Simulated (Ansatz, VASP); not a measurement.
# Two plane-wave programs on Si5P

```
CELL_PARAMETERS angstrom
0.00000 3.68974 3.68974
3.68974 0.00000 3.68974
3.68974 3.68974 0.00000
ATOMIC_POSITIONS crystal
Si 0.37273 0.87576 0.87576
Si 0.87576 0.37273 0.87576
Si 0.87576 0.87576 0.37273
Si 0.87576 0.87576 0.87576
Si 0.50000 0.50000 0.50000
P 0.25000 0.25000 0.25000
```

Change from the starting cell: species swapped into the Be5Fe type (F-43m, No. 216).

Alike in both runs: task relaxation of cell and atoms; functional PBE; k mesh 4 × 4 × 4; occupations gaussian, width 0.1 eV; no spin polarisation.

|  | VASP | Ansatz |
| --- | --- | --- |
| version | VASP 6.6.1 | Ansatz 0.2.0 |
| potentials or method | VASP PAW PBE potentials, release 64 (Si, P), cutoff 600 eV | scalar-relativistic, plane waves, PAW |
| valence electrons in the cell | 25 | 25 |

VASP gave:

```
gap on the k mesh at the Fermi level, each at its own relaxed structure (eV) : none
relaxed volume (Å³/atom)                                                     : 15.36
relaxed cell length with the largest relative difference (Å)                 : 5.070
```

Problem. What did Ansatz give for the same quantities?

Solution. gap on the k mesh at the Fermi level, each at its own relaxed structure (eV): none; relaxed volume (Å³/atom): 15.32; relaxed cell length with the largest relative difference (Å): 5.065.

A gap of «none» marks a metal or a gap that the smearing closes.

The k mesh is coarse, so the values compare programs but aren't converged.
